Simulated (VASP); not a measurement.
Write the native input for VASP 6.6.1 that does the following.

```
Task                   : single point
Functional             : PBE
Potentials or basis    : VASP PAW PBE potentials, release 64 (Tl_d, Pt)
Cutoff                 : 520 eV
k mesh                 : 6 × 6 × 10
Occupations            : gaussian, width 0.1 eV
Spin                   : no spin polarisation
Dipole correction      : no
Further INCAR settings : ALGO = Fast; EDIFF = 1e-07; NBANDS = 44
```

The structure of TlPt lies in POSCAR:

```
TlPt
1.0
    6.5871404291      0.0000000000      0.0000000000
   -3.2935702146      5.7046309499      0.0000000000
    0.0000000000      0.0000000000      3.9807322556
Tl Pt
3 3
Direct
    0.5000000000      0.0000000000      0.0000000000
    0.5000000000      0.5000000000      0.0000000000
    0.0000000000      0.5000000000      0.0000000000
    0.0000000000      0.0000000000      0.0000000000
    0.3333333333      0.6666666667      0.5000000000
    0.6666666667      0.3333333333      0.5000000000
```

One way to write it, as run:

INCAR

```
SYSTEM = TlPt
PREC = Accurate
ENCUT = 520
EDIFF = 1E-7
ISMEAR = 0
SIGMA = 0.1
LREAL = .FALSE.
LASPH = .TRUE.
NELM = 60
ALGO = Fast
ISIF = 2
LWAVE = .FALSE.
LCHARG = .TRUE.
GGA = PE
LELF = .TRUE.
LVHAR = .TRUE.
NBANDS = 44
```

KPOINTS

```
regular mesh
0
G
  6 6 10
  0 0 0
```

Potentials or basis: VASP PAW PBE potentials, release 64 (Tl_d, Pt).

The run is started by

```sh
$ cat potpaw_PBE.64/Tl_d/POTCAR potpaw_PBE.64/Pt/POTCAR > POTCAR
$ mpirun -np 1 vasp_std > vasp.out
```

It gave:

```
Pressure               : 0.0 GPa
Band gap on the k mesh : zero (an odd number of electrons rules out a gap without spin polarisation)
```

Caveat: spin-orbit coupling is left out, which moves the levels of the heavy elements.

It took 3.5 min on 1 thread of Intel(R) Xeon(R) 6975P-C (Granite Rapids), on a shared host, peak memory 0.4 GiB.
